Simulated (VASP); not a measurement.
# YBi2Br (P4/mmm) in VASP: single point with PBE

Aim: the single point of YBi2Br with PBE.

All numbers are computed with VASP 6.6.1; they aren't measurements. Logs are shortened: lines on timing, memory, paths and dates and some standing lists are left out, and cuts for length are marked.

### Step 1. The cell of the first run

Symmetry: P4/mmm, No. 123, tetragonal system. Conventional cell: a = 6.183 Å, b = 6.183 Å, c = 6.535 Å, α = 90.00°, β = 90.00°, γ = 90.00°. Y (site symmetry 4/mmm) has 2 Br at 3.27 Å within 4.3 Å. Within 4.1 Å of Bi (site symmetry mmm) lie 2 Br at 3.09 Å. Br (site symmetry 4/mmm) has 4 Bi at 3.09 Å and 2 Y at 3.27 Å within 4.1 Å.

### Step 2. Single point, PBE

The input, INCAR:

```
PREC = Accurate
ENCUT = 520
EDIFF = 1E-6
ISMEAR = 0
SIGMA = 0.1
LREAL = False
LASPH = True
NELM = 80
ALGO = Normal
ISIF = 2
LWAVE = False
LCHARG = True
GGA = PE
LELF = True
LVHAR = True
NBANDS = 32
```

The input, KPOINTS:

```
Automatic mesh
0
Gamma
  4 4 4
```

The input, POSCAR:

```
YBi2Br
1.0
    6.1831926700      0.0000000000      0.0000000000
    0.0000000000      6.1831926700      0.0000000000
    0.0000000000      0.0000000000      6.5348430700
Y Bi Br
1 2 1
Direct
    0.0000000000      0.0000000000      0.5000000000
    0.0000000000      0.5000000000      0.0000000000
    0.5000000000      0.0000000000      0.0000000000
    0.0000000000      0.0000000000      0.0000000000
```

Potentials or basis: VASP PAW PBE potentials, release 64 (Y_sv, Bi_d, Br).

Launch:

```console
cat potpaw_PBE.64/Y_sv/POTCAR potpaw_PBE.64/Bi_d/POTCAR potpaw_PBE.64/Br/POTCAR > POTCAR
mpirun -np 1 vasp_std > vasp.out
```

OUTCAR:

```text
PREC = Accurate
   ENCUT = 520
   EDIFF = 1E-6
   ISMEAR = 0
   LREAL = False
   LASPH = True
   NELM = 80
   ISIF = 2
   GGA = PE

 ion  position               nearest neighbor table
   1  0.000  0.000  0.500-   4 3.27   4 3.27
   2  0.000  0.500  0.000-   4 3.09   4 3.09
   3  0.500  0.000  0.000-   4 3.09   4 3.09
   4  0.000  0.000  0.000-   2 3.09   3 3.09   2 3.09   3 3.09   1 3.27   1 3.27

  LATTYP: Found a simple tetragonal cell.
 ALAT       =     6.1831926700
 C/A-ratio  =     1.0568719784

  Lattice vectors:

 A1 = (   6.1831926700,   0.0000000000,   0.0000000000)
 A2 = (   0.0000000000,   6.1831926700,   0.0000000000)
 A3 = (   0.0000000000,   0.0000000000,   6.5348430700)

Analysis of symmetry for initial positions (statically):
=====================================================================
 Subroutine PRICEL returns:
 Original cell was already a primitive cell.

 Routine SETGRP: Setting up the symmetry group for a
 simple tetragonal supercell.

 Subroutine GETGRP returns: Found 16 space group operations
 (whereof 16 operations were pure point group operations)
 out of a pool of 16 trial point group operations.

The static configuration has the point symmetry D_4h.

Analysis of symmetry for dynamics (positions and initial velocities):
=====================================================================
 Subroutine PRICEL returns:
 Original cell was already a primitive cell.

 Routine SETGRP: Setting up the symmetry group for a
 simple tetragonal supercell.

 Subroutine GETGRP returns: Found 16 space group operations
 (whereof 16 operations were pure point group operations)
 out of a pool of 16 trial point group operations.

The dynamic configuration has the point symmetry D_4h.

 Subroutine INISYM returns: Found 16 space group operations
 (whereof 16 operations are pure point group operations),
 and found     1 'primitive' translations

----------------------------------------------------------------------------------------

                                     Primitive cell

  volume of cell :     249.8393

  direct lattice vectors                    reciprocal lattice vectors
     6.183192670  0.000000000  0.000000000     0.161728747  0.000000000  0.000000000
     0.000000000  6.183192670  0.000000000     0.000000000  0.161728747  0.000000000
[... 80 lines left out ...]
   ENCUT  =  520.0 eV  38.22 Ry    6.18 a.u.  11.50 11.50 12.15*2*pi/ulx,y,z
   NELM   =     80;   NELMIN=  2; NELMDL= -5     # of ELM steps
   EDIFF  = 0.1E-05   stopping-criterion for ELM
   LREAL  =      F    real-space projection
   EDIFFG = 0.1E-04   stopping-criterion for IOM
   NSW    =      0    number of steps for IOM
   IBRION =     -1    ionic relax: 0-MD 1-quasi-New 2-CG
   NFREE  =      0    steps in history (QN), initial steepest desc. (CG)
   ISIF   =      2    stress and relaxation
   ISYM   =      2    0-nonsym 1-usesym 2-fastsym
   POTIM  = 0.5000    time-step for ionic-motion
   TEBEG  =    0.0;   TEEND  =   0.0 temperature during run
   PSTRESS=    0.0 pullay stress
   NELECT =      48.0000    total number of electrons
   NUPDOWN=      -1.0000    fix difference up-down
   EMIN   =  10.00;   EMAX   =-10.00  energy-range for DOS
   EFERMI =   0.00;   METHOD = LEGACY
   ISMEAR =     0;   SIGMA  =   0.10  broadening in eV -4-tet -1-fermi 0-gaus
   EFERMI_NEDOS =   21; number of points for ismear=-14 and -15
   IALGO  =     38    algorithm
   IMIX   =      4    mixing-type and parameters
     AMIX     =   0.40;   BMIX     =  1.00
     AMIX_MAG =   1.60;   BMIX_MAG =  1.00
  volume/ion in A,a.u.               =      62.46       421.50
  Fermi-wavevector in a.u.,A,eV,Ry     =   0.944644  1.785119 12.141199  0.892353
  Thomas-Fermi vector in A             =   2.072469
   LORBIT       =      0    0 simple, 1 ext, 2 COOP (PROOUT), +10 PAW based schemes
   GGA     = PE    functional components
   LHFCALC =     F    Hartree Fock is set to
   AEXX    =    0.0000 exact exchange contribution
   IVDW    =     0    specifies the selected vdW correction
   LEPSILON=     F    determine dielectric tensor
   LRPA    =     F    only Hartree local field effects (RPA)
 non-spin polarized calculation
 Gauss-broadening in eV      SIGMA  =   0.10
  energy-cutoff  :      520.00
  volume of cell :      249.84
 maximum number of plane-waves:      6752
 NGX is ok and might be reduce to    48
   NGX = 23   NGY = 23   NGZ = 25

 number of electron      47.9999980 magnetization

 Free energy of the ion-electron system (eV)
  ---------------------------------------------------
  ext. energy  EPLUGINS =         0.00000000
  ---------------------------------------------------
  free energy    TOTEN  =       -12.42172131 eV

  energy without entropy =      -12.39798265  energy(sigma->0) =      -12.40985198

 E-fermi :   0.9180     XC(G=0):  -6.6616

 val. band max:        0.8954280566   @ k =   0.5000   0.5000   0.2500
 cond. band min:       0.9963890060   @ k =   0.0000   0.0000   0.0000
 fundamental gap:      0.1009609494
 Fermi energy:         0.9179894895

 k-point     1 :       0.0000    0.0000    0.0000
  band No.  band energies     occupation
      1     -44.7019      2.00000
      2     -24.5660      2.00000
      3     -24.5660      2.00000
      4     -24.5323      2.00000
      5     -21.8931      2.00000
      6     -21.8703      2.00000
[... 619 lines left out ...]
     31       2.4296      0.00000
     32       3.3407      0.00000

------------------------ aborting loop because EDIFF is reached ----------------------------------------

  FORCE on cell =-STRESS in cart. coord.  units (eV):
  Direction    XX          YY          ZZ          XY          YZ          ZX
  --------------------------------------------------------------------------------------
  -------------------------------------------------------------------------------------
  Total       -3.8081222     -3.8081222    -10.2184000      0.0000000      0.0000000      0.0000000
  in kB      -24.4208477    -24.4208477    -65.5288820      0.0000000      0.0000000      0.0000000
  external PRESSURE =     -38.1235258 kB  Pullay stress =       0.0000000 kB

 VOLUME and BASIS-vectors are now :
 -----------------------------------------------------------------------------
  energy-cutoff  :      520.00
  volume of cell :      249.84
      direct lattice vectors                 reciprocal lattice vectors
     6.183192670  0.000000000  0.000000000     0.161728747  0.000000000  0.000000000
     0.000000000  6.183192670  0.000000000     0.000000000  0.161728747  0.000000000
     0.000000000  0.000000000  6.534843070     0.000000000  0.000000000  0.153025863

 POSITION                                       TOTAL-FORCE (eV/Angst)
 -----------------------------------------------------------------------------------
      0.00000      0.00000      3.26742         0.000000      0.000000      0.000000
      0.00000      3.09160      0.00000         0.000000      0.000000      0.000000
      3.09160      0.00000      0.00000         0.000000      0.000000      0.000000
      0.00000      0.00000      0.00000         0.000000      0.000000      0.000000
 -----------------------------------------------------------------------------------
    total drift:                                0.000000      0.000000      0.000000

  FREE ENERGIE OF THE ION-ELECTRON SYSTEM (eV)
  ---------------------------------------------------
  free  energy   TOTEN  =       -12.4217213137 eV

  energy  without entropy=      -12.3979826482  energy(sigma->0) =      -12.40985198
```

stdout:

```text
POSCAR found type information on POSCAR Y BiBr
 POSCAR found :  3 types and       4 ions
 scaLAPACK will be used
 LDA part: xc-table for (Slater+PW92), standard interpolation
 POSCAR, INCAR and KPOINTS ok, starting setup
 FFT: planning ... GRIDC
 FFT: planning ... GRID_SOFT
 FFT: planning ... GRID
 WAVECAR not read
 entering main loop
```

Wall time 3.4 min (1 thread of AMD EPYC 7R13 (Zen 3), shared host); peak memory 0.39 GiB.

Results:

```
Free energy            : -12.4217 eV
Pressure               : -3.8 GPa
Band gap on the k mesh : zero (band 24 reaches 1.38 eV, above the bottom of band 25 at 0.66 eV)
```

Caveat: spin-orbit coupling is left out, which moves the levels of the heavy elements.
